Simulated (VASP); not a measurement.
# Co: single point with r2SCAN

The system is Co.

```xyz
1
Lattice="0.0000 1.7074 1.7074 1.7074 0.0000 1.7074 1.7074 1.7074 0.0000" Properties=species:S:1:pos:R:3 pbc="T T T"
Co    0.0000    0.0000    0.0000
```

This isn't the form of Co at room conditions, which is hcp.

* Program: VASP 6.6.1
* Task: single point
* Functional: r2SCAN
* Potentials or basis: VASP PAW PBE potentials, release 64 (Co)
* Cutoff: 520 eV
* k mesh: 26 × 26 × 26
* Occupations: fermi-dirac, width 0.1 eV
* Spin: no spin polarisation

The pressure is 0.2 GPa and the band gap on the k mesh is zero (an odd number of electrons rules out a gap without spin polarisation).

Levels at points of the mesh, in eV from the Fermi level:
| k point | band 1 | band 2 | band 3 | band 4 | band 5 | band 6 | band 7 | band 8 |
| --- | --- | --- | --- | --- | --- | --- | --- | --- |
| (0.00, 0.00, 0.00) | -9.75 | -2.02 | -2.02 | -2.02 | -0.68 | -0.68 | 24.87 | 30.53 |
| (0.50, 0.00, 0.00) | -5.22 | -2.16 | -2.16 | -0.23 | 0.38 | 0.38 | 7.85 | 23.41 |
| (0.50, 0.50, 0.00) | -5.28 | -4.49 | 0.28 | 0.68 | 0.68 | 2.96 | 11.44 | 16.91 |

Run time: 7.4 min on 1 thread of AMD EPYC 7R13, with other jobs on the host, peak memory 0.14 GiB.

Caveat: the PAW data sets were made with another functional, which shifts forces and pressure a little; the run has no spin polarisation, though such a crystal can be magnetic. Spin polarisation is off, so any magnetic state and its effect on volume and gap are missing.
